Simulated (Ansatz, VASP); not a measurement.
CdS in VASP and in Ansatz

```
CELL_PARAMETERS angstrom
0.00000 2.82208 2.61558
2.82208 0.00000 2.61558
2.82208 2.82208 0.00000
ATOMIC_POSITIONS crystal
Cd 0.00000 0.00000 0.00000
S 0.50000 0.50000 0.50000
```

Change from the starting cell: strain +0.025 along x and y, -0.050 along z, atoms carried along.

Alike in both runs: task single point; functional PBE; k mesh 10 × 10 × 10; occupations gaussian, width 0.03 eV; no spin polarisation.

```csv
,VASP,Ansatz
version,VASP 6.6.1,Ansatz 0.2.0
potentials or method,"VASP PAW PBE potentials, release 64 (Cd_sv_GW, S), cutoff 540 eV","scalar-relativistic, plane waves, PAW"
valence electrons in the cell,26,26
```

```tsv
	VASP	Ansatz	Ansatz less VASP
gap on the k mesh at the Fermi level (eV)	none	none	-
pressure (GPa)	-0.7	0.5	+1.22
traceless stress, the component that is largest in VASP (GPa)	3.81	3.82	+0.013
```

A gap of «none» marks a metal or a gap that the smearing closes.
